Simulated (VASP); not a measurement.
Crystal: SnTe.

```xyz
2
Lattice="0.0000 3.6587 3.6587 3.6587 0.0000 3.6587 3.6587 3.6587 0.0000" Properties=species:S:1:pos:R:3 pbc="T T T"
Te    1.8293    1.8293    1.8293
Sn    0.0000    0.0000    0.0000
```

Base run:

| Item | Value |
| --- | --- |
| Program | VASP 6.6.1 |
| Functional | LDA |
| Potentials or basis | VASP PAW LDA potentials, release 64 (Te, Sn_d) |
| Cutoff | 520 eV |
| k mesh | 7 × 7 × 7 |
| Occupations | fermi-dirac, width 0.05 eV |
| Spin | no spin polarisation |

Its results: band gap on the k mesh 0.33 eV (least direct gap 0.79 eV); pressure -2.9 GPa.

**Question.** The run is repeated on the same cell with these changes: functional from LDA to r2SCAN; potentials or basis from VASP PAW LDA potentials, release 64 (Te, Sn_d) to VASP PAW PBE potentials, release 64 (Te, Sn_d). What comes out?

**Answer.** Band gap on the k mesh 0.49 eV (least direct gap 0.97 eV); pressure -1.5 GPa.

Caveats: spin-orbit coupling is left out, which moves the levels of the heavy elements; an odd mesh through Γ misses points on the zone boundary, where band edges can lie; the PAW data sets were made with another functional, which shifts forces and pressure a little (at least some runs).
